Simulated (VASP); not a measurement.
# BaS (Fm-3m) in VASP: a series of runs

Runs on BaS. Level: r2SCAN. Tasks: single point, relaxation of cell and atoms.

Everything below comes from runs of VASP 6.6.1. Logs are shortened: lines on timing, memory, paths and dates and some standing lists are left out, and cuts for length are marked.

## 1. The cell of the first run

The structure is cubic, space group Fm-3m (No. 225). The conventional cell has a = 6.232 Å, b = 6.232 Å, c = 6.232 Å, α = 90.00°, β = 90.00°, γ = 90.00°. Within 4.1 Å of Ba (site symmetry m-3m) lie 6 S at 3.12 Å. S (site symmetry m-3m) has 6 Ba at 3.12 Å within 4.1 Å.

## 2. Single point, r2SCAN

Input file POSCAR:

```
BaS
1.0
    0.0000000000      3.1158840260      3.1158840260
    3.1158840260      0.0000000000      3.1158840260
    3.1158840260      3.1158840260      0.0000000000
Ba S
1 1
Direct
    0.0000000000      0.0000000000      0.0000000000
    0.5000000000      0.5000000000      0.5000000000
```

Input file INCAR.step1:

```
SYSTEM = BaS
ALGO     = Normal         ! electronic algorithm
EDIFF    = 1E-4           ! SCF threshold, eV
ENCUT    = 520            ! plane-wave cutoff, eV
GGA      = PE             ! functional
ISMEAR   = 0              ! smearing method
LASPH    = .TRUE.         ! aspherical terms in the spheres
LCHARG   = .FALSE.        ! write CHGCAR
LREAL    = .FALSE.        ! projectors in reciprocal space
LWAVE    = .TRUE.         ! write WAVECAR
NBANDS   = 15             ! bands
NELM     = 100            ! most SCF steps
PREC     = Accurate       ! precision mode
SIGMA    = 0.01           ! smearing width, eV
```

Input file INCAR.step2:

```
SYSTEM = BaS
ALGO     = Normal         ! electronic algorithm
EDIFF    = 1E-6           ! SCF threshold, eV
ENCUT    = 520            ! plane-wave cutoff, eV
ISIF     = 2              ! what is computed and relaxed
ISMEAR   = 0              ! smearing method
ISTART   = 1            
LASPH    = .TRUE.         ! aspherical terms in the spheres
LCHARG   = .TRUE.         ! write CHGCAR
LELF     = .TRUE.         ! ELF
LMIXTAU  = .TRUE.       
LREAL    = .FALSE.        ! projectors in reciprocal space
LVHAR    = .TRUE.       
LWAVE    = .FALSE.        ! write WAVECAR
METAGGA  = R2SCAN         ! meta-GGA
NBANDS   = 15             ! bands
NELM     = 100            ! most SCF steps
PREC     = Accurate       ! precision mode
SIGMA    = 0.01           ! smearing width, eV
```

Input file KPOINTS:

```
k-points
0
G
  6 6 6
  0 0 0
```

Potentials or basis: VASP PAW PBE potentials, release 64 (Ba_sv, S).

On the command line:

```bash
$ cat potpaw_PBE.64/Ba_sv/POTCAR potpaw_PBE.64/S/POTCAR > POTCAR
$ cp INCAR.step1 INCAR
$ mpirun -np 1 vasp_std > vasp.out
$ cp INCAR.step2 INCAR
$ mpirun -np 1 vasp_std > vasp.out
```

OUTCAR:

```text
SYSTEM = BaS
   EDIFF = 1E-6
   ENCUT = 520
   ISIF = 2
   ISMEAR = 0
   ISTART = 1
   LASPH = .TRUE.
   LREAL = .FALSE.
   METAGGA = R2SCAN
   NELM = 100
   PREC = Accurate

 ion  position               nearest neighbor table
   1  0.000  0.000  0.000-   2 3.12   2 3.12   2 3.12   2 3.12   2 3.12   2 3.12
   2  0.500  0.500  0.500-   1 3.12   1 3.12   1 3.12   1 3.12   1 3.12   1 3.12

  LATTYP: Found a face centered cubic cell.
 ALAT       =     6.2317680520

  Lattice vectors:

 A1 = (   0.0000000000,   3.1158840260,   3.1158840260)
 A2 = (   3.1158840260,   0.0000000000,   3.1158840260)
 A3 = (   3.1158840260,   3.1158840260,   0.0000000000)

Analysis of symmetry for initial positions (statically):
=====================================================================
 Subroutine PRICEL returns:
 Original cell was already a primitive cell.

 Routine SETGRP: Setting up the symmetry group for a
 face centered cubic supercell.

 Subroutine GETGRP returns: Found 48 space group operations
 (whereof 48 operations were pure point group operations)
 out of a pool of 48 trial point group operations.

The static configuration has the point symmetry O_h .

Analysis of symmetry for dynamics (positions and initial velocities):
=====================================================================
 Subroutine PRICEL returns:
 Original cell was already a primitive cell.

 Routine SETGRP: Setting up the symmetry group for a
 face centered cubic supercell.

 Subroutine GETGRP returns: Found 48 space group operations
 (whereof 48 operations were pure point group operations)
 out of a pool of 48 trial point group operations.

The dynamic configuration has the point symmetry O_h .

 Subroutine INISYM returns: Found 48 space group operations
 (whereof 48 operations are pure point group operations),
 and found     1 'primitive' translations

----------------------------------------------------------------------------------------

                                     Primitive cell

  volume of cell :      60.5026

  direct lattice vectors                    reciprocal lattice vectors
     0.000000000  3.115884026  3.115884026    -0.160468103  0.160468103  0.160468103
     3.115884026  0.000000000  3.115884026     0.160468103 -0.160468103  0.160468103
     3.115884026  3.115884026  0.000000000     0.160468103  0.160468103 -0.160468103

  length of vectors
     4.406525448  4.406525448  4.406525448     0.277938908  0.277938908  0.277938908

  position of ions in fractional coordinates (direct lattice)
     0.000000000  0.000000000  0.000000000
     0.500000000  0.500000000  0.500000000

  ion indices of the primitive-cell ions
   primitive index   ion index
                 1           1
                 2           2

----------------------------------------------------------------------------------------

 KPOINTS: k-points

Automatic generation of k-mesh.
 Grid dimensions read from file:
 generate k-points for:    6    6    6

 Generating k-lattice:

  Cartesian coordinates                     Fractional coordinates (reciprocal lattice)
    -0.026744684  0.026744684  0.026744684     0.166666667  0.000000000  0.000000000
     0.026744684 -0.026744684  0.026744684     0.000000000  0.166666667  0.000000000
     0.026744684  0.026744684 -0.026744684     0.000000000  0.000000000  0.166666667

  Length of vectors
     0.046323151  0.046323151  0.046323151

  Shift w.r.t. Gamma in fractional coordinates (k-lattice)
     0.000000000  0.000000000  0.000000000

 Subroutine IBZKPT returns following result:
 ===========================================

 Found     16 irreducible k-points:

 Following reciprocal coordinates:
            Coordinates               Weight
  0.000000  0.000000  0.000000      1.000000
  0.166667  0.000000  0.000000      8.000000
  0.333333  0.000000  0.000000      8.000000
  0.500000  0.000000  0.000000      4.000000
  0.166667  0.166667  0.000000      6.000000
  0.333333  0.166667  0.000000     24.000000
[... 8 lines left out ...]
 -0.333333  0.333333  0.166667     24.000000
 -0.333333  0.500000  0.166667     12.000000
   k-points           NKPTS =     16   k-points in BZ     NKDIM =     16   number of bands    NBANDS=     15
   number of dos      NEDOS =    301   number of ions     NIONS =      2
   total plane-waves  NPLWV =  46656
   dimension x,y,z NGX =    36 NGY =   36 NGZ =   36
   dimension x,y,z NGXF=    72 NGYF=   72 NGZF=   72
   ions per type =               1   1
   NGX,Y,Z   is equivalent  to a cutoff of  13.58, 13.58, 13.58 a.u.
   NGXF,Y,Z  is equivalent  to a cutoff of  27.16, 27.16, 27.16 a.u.
 SYSTEM =  BaS
   PREC   = accura    normal or accurate (medium, high low for compatibility)
   ISTART =      1    job   : 0-new  1-cont  2-samecut
   ICHARG =      0    charge: 1-file 2-atom 10-const
   ISPIN  =      1    spin polarized calculation?
   LNONCOLLINEAR =      F non collinear calculations
   LSORBIT =      F    spin-orbit coupling
   LASPH  =      T    aspherical Exc in radial PAW
   ENCUT  =  520.0 eV  38.22 Ry    6.18 a.u.   8.19  8.19  8.19*2*pi/ulx,y,z
   NELM   =    100;   NELMIN=  2; NELMDL=  0     # of ELM steps
   EDIFF  = 0.1E-05   stopping-criterion for ELM
   LREAL  =      F    real-space projection
   EDIFFG = 0.1E-04   stopping-criterion for IOM
   NSW    =      0    number of steps for IOM
   IBRION =     -1    ionic relax: 0-MD 1-quasi-New 2-CG
   NFREE  =      0    steps in history (QN), initial steepest desc. (CG)
   ISIF   =      2    stress and relaxation
   ISYM   =      2    0-nonsym 1-usesym 2-fastsym
   POTIM  = 0.5000    time-step for ionic-motion
   TEBEG  =    0.0;   TEEND  =   0.0 temperature during run
   PSTRESS=    0.0 pullay stress
   NELECT =      16.0000    total number of electrons
   NUPDOWN=      -1.0000    fix difference up-down
   EMIN   =  10.00;   EMAX   =-10.00  energy-range for DOS
   EFERMI =   0.00;   METHOD = LEGACY
   ISMEAR =     0;   SIGMA  =   0.01  broadening in eV -4-tet -1-fermi 0-gaus
   EFERMI_NEDOS =   21; number of points for ismear=-14 and -15
   IALGO  =     38    algorithm
   IMIX   =      4    mixing-type and parameters
     AMIX     =   0.40;   BMIX     =  1.00
     AMIX_MAG =   1.60;   BMIX_MAG =  1.00
  volume/ion in A,a.u.               =      30.25       204.15
  Fermi-wavevector in a.u.,A,eV,Ry     =   1.050808  1.985740 15.023530  1.104198
  Thomas-Fermi vector in A             =   2.185826
   LORBIT       =      0    0 simple, 1 ext, 2 COOP (PROOUT), +10 PAW based schemes
   METAGGA = R2SCAN    functional components
   LHFCALC =     F    Hartree Fock is set to
   AEXX    =    0.0000 exact exchange contribution
   IVDW    =     0    specifies the selected vdW correction
   LEPSILON=     F    determine dielectric tensor
   LRPA    =     F    only Hartree local field effects (RPA)
 non-spin polarized calculation
 Gauss-broadening in eV      SIGMA  =   0.01
  energy-cutoff  :      520.00
  volume of cell :       60.50
 maximum number of plane-waves:      1660
 NGX is ok and might be reduce to    36
   NGX = 17   NGY = 17   NGZ = 17

 number of electron      15.9999999 magnetization

 Free energy of the ion-electron system (eV)
  ---------------------------------------------------
  ext. energy  EPLUGINS =         0.00000000
  ---------------------------------------------------
  free energy    TOTEN  =       -39.09733460 eV

  energy without entropy =      -39.09733460  energy(sigma->0) =      -39.09733460

 E-fermi :   1.6936     XC(G=0):  -9.4127

 val. band max:        1.6265715985   @ k =   0.0000   0.0000   0.0000
 cond. band min:       3.9466079902   @ k =   0.5000   0.5000   0.0000
 fundamental gap:      2.3200363917
 Fermi energy:         1.6936452742

 k-point     1 :       0.0000    0.0000    0.0000
  band No.  band energies     occupation
      1     -24.9602      2.00000
      2      -9.5805      2.00000
      3      -9.5805      2.00000
      4      -9.5805      2.00000
      5      -9.2903      2.00000
      6       1.6266      2.00000
      7       1.6266      2.00000
      8       1.6266      2.00000
      9       5.9277      0.00000
     10       5.9277      0.00000
     11       5.9277      0.00000
     12       6.2529      0.00000
     13       7.0418      0.00000
     14       7.0418      0.00000
     15      10.9643      0.00000

 k-point     2 :       0.1667    0.0000    0.0000
  band No.  band energies     occupation
      1     -24.9432      2.00000
      2     -10.3283      2.00000
      3      -9.5912      2.00000
      4      -9.5912      2.00000
      5      -8.5177      2.00000
      6       0.9513      2.00000
      7       1.2343      2.00000
      8       1.2343      2.00000
      9       6.0036      0.00000
     10       6.3883      0.00000
     11       6.3883      0.00000
     12       7.2349      0.00000
     13       7.9353      0.00000
     14       7.9353      0.00000
     15      12.1621      0.00000

 k-point     3 :       0.3333    0.0000    0.0000
  band No.  band energies     occupation
      1     -24.9088      2.00000
      2     -10.9608      2.00000
      3      -9.6123      2.00000
      4      -9.6123      2.00000
      5      -7.8285      2.00000
      6      -0.0434      2.00000
      7       0.6329      2.00000
      8       0.6329      2.00000
      9       6.6277      0.00000
     10       7.6291      0.00000
     11       7.6291      0.00000
     12       8.6877      0.00000
     13       9.9600      0.00000
     14       9.9600      0.00000
     15      13.2721      0.00000
[... 199 lines left out ...]
 k-point    15 :      -0.3333    0.3333    0.1667
  band No.  band energies     occupation
      1     -24.8762      2.00000
      2     -10.7423      2.00000
      3      -9.9359      2.00000
      4      -9.8138      2.00000
      5      -8.1599      2.00000
      6       0.2346      2.00000
      7       0.9124      2.00000
      8       1.0018      2.00000
      9       6.5993      0.00000
     10       6.7182      0.00000
     11       9.3259      0.00000
     12       9.5349      0.00000
     13      10.0636      0.00000
     14      12.0186      0.00000
     15      12.6239      0.00000

 k-point    16 :      -0.3333    0.5000    0.1667
  band No.  band energies     occupation
      1     -24.8713      2.00000
      2     -10.3401      2.00000
      3     -10.1281      2.00000
      4      -9.9349      2.00000
      5      -8.5173      2.00000
      6       0.6491      2.00000
      7       1.1802      2.00000
      8       1.2914      2.00000
      9       5.1734      0.00000
     10       7.8141      0.00000
     11       8.8129      0.00000
     12       9.6457      0.00000
     13      10.1047      0.00000
     14      11.2876      0.00000
     15      12.6383      0.00000

------------------------ aborting loop because EDIFF is reached ----------------------------------------

  FORCE on cell =-STRESS in cart. coord.  units (eV):
  Direction    XX          YY          ZZ          XY          YZ          ZX
  --------------------------------------------------------------------------------------
  -------------------------------------------------------------------------------------
  Total        2.1863912      2.1863912      2.1863912     -0.0000000      0.0000000      0.0000000
  in kB       57.8981388     57.8981388     57.8981388     -0.0000000      0.0000000      0.0000000
  external PRESSURE =      57.8981388 kB  Pullay stress =       0.0000000 kB

 VOLUME and BASIS-vectors are now :
 -----------------------------------------------------------------------------
  energy-cutoff  :      520.00
  volume of cell :       60.50
      direct lattice vectors                 reciprocal lattice vectors
     0.000000000  3.115884026  3.115884026    -0.160468103  0.160468103  0.160468103
     3.115884026  0.000000000  3.115884026     0.160468103 -0.160468103  0.160468103
     3.115884026  3.115884026  0.000000000     0.160468103  0.160468103 -0.160468103

 POSITION                                       TOTAL-FORCE (eV/Angst)
 -----------------------------------------------------------------------------------
      0.00000      0.00000      0.00000        -0.000000      0.000000      0.000000
      3.11588      3.11588      3.11588         0.000000     -0.000000     -0.000000
 -----------------------------------------------------------------------------------
    total drift:                                0.000000      0.000000      0.000000

  FREE ENERGIE OF THE ION-ELECTRON SYSTEM (eV)
  ---------------------------------------------------
  free  energy   TOTEN  =       -39.0973345975 eV

  energy  without entropy=      -39.0973345975  energy(sigma->0) =      -39.09733460
```

Wall time 29 s (1 thread of Intel Xeon 6975P-C (Granite Rapids), shared host); peak memory 0.21 GiB.

Results:

* Free energy: -39.0973 eV
* Pressure: 5.8 GPa
* Band gap on the k mesh: 2.32 eV, indirect (least direct gap 2.40 eV)

Caveat: the PAW data sets were made with another functional, which shifts forces and pressure a little; spin-orbit coupling is left out, which moves the levels of the heavy elements.

## 3. Single point, r2SCAN

This run uses another cell than the first one, of 30.03 Å³/atom, 0.993 times its volume.

Input file POSCAR:

```
BaS
1.0
    0.0000000000      3.1083938893      3.1083938893
    3.1083938893      0.0000000000      3.1083938893
    3.1083938893      3.1083938893      0.0000000000
Ba S
1 1
Direct
    0.0000000000      0.0000000000      0.0000000000
    0.5000000000      0.5000000000      0.5000000000
```

Input file INCAR.step1:

```
SYSTEM = BaS
  PREC = Accurate
  ENCUT = 520
  ISMEAR = 0
  SIGMA = 0.01
  LREAL = .False.
  LASPH = .True.
  NELM = 80
  NBANDS = 15
  GGA = PE
  ALGO = Normal
  EDIFF = 1E-4
  LWAVE = .True.
  LCHARG = .False.
```

Input file INCAR.step2:

```
SYSTEM = BaS
  PREC = Accurate
  ENCUT = 520
  EDIFF = 1E-6
  ISMEAR = 0
  SIGMA = 0.01
  LREAL = .False.
  LASPH = .True.
  NELM = 80
  ALGO = Normal
  ISIF = 2
  LWAVE = .False.
  LCHARG = .False.
  METAGGA = R2SCAN
  LMIXTAU = .True.
  NBANDS = 15
  ISTART = 1
```

Input file KPOINTS:

```
regular mesh
0
Gamma
  6 6 6
  0 0 0
```

Potentials or basis: VASP PAW PBE potentials, release 64 (Ba_sv, S).

On the command line:

```bash
$ cat potpaw_PBE.64/Ba_sv/POTCAR potpaw_PBE.64/S/POTCAR > POTCAR
$ cp INCAR.step1 INCAR
$ mpirun -np 1 vasp_std > vasp.out
$ cp INCAR.step2 INCAR
$ mpirun -np 1 vasp_std > vasp.out
```

Wall time 28 s (1 thread of Intel Xeon 6975P-C (Granite Rapids), shared host); peak memory 0.21 GiB.

It converged, with:

```
Free energy            : -39.0809 eV
Pressure               : 6.3 GPa
Band gap on the k mesh : 2.30 eV, indirect (least direct gap 2.38 eV)
```

Levels at points of the mesh, in eV from the valence-band top:
| k point | band 5 | band 6 | band 7 | band 8 | band 9 | band 10 | band 11 | band 12 |
| --- | --- | --- | --- | --- | --- | --- | --- | --- |
| (0.00, 0.00, 0.00) | -10.93 | 0.00 | 0.00 | 0.00 | 4.30 | 4.30 | 4.30 | 4.67 |
| (0.50, 0.00, 0.00) | -9.16 | -2.10 | -1.26 | -1.26 | 6.32 | 6.39 | 7.17 | 7.17 |
| (0.50, 0.50, 0.00) | -10.87 | -0.40 | -0.08 | -0.08 | 2.30 | 6.71 | 7.26 | 8.49 |

Caveat: the PAW data sets were made with another functional, which shifts forces and pressure a little; spin-orbit coupling is left out, which moves the levels of the heavy elements. A k mesh can miss the band edges.

(Continued in part 2 of 2.)
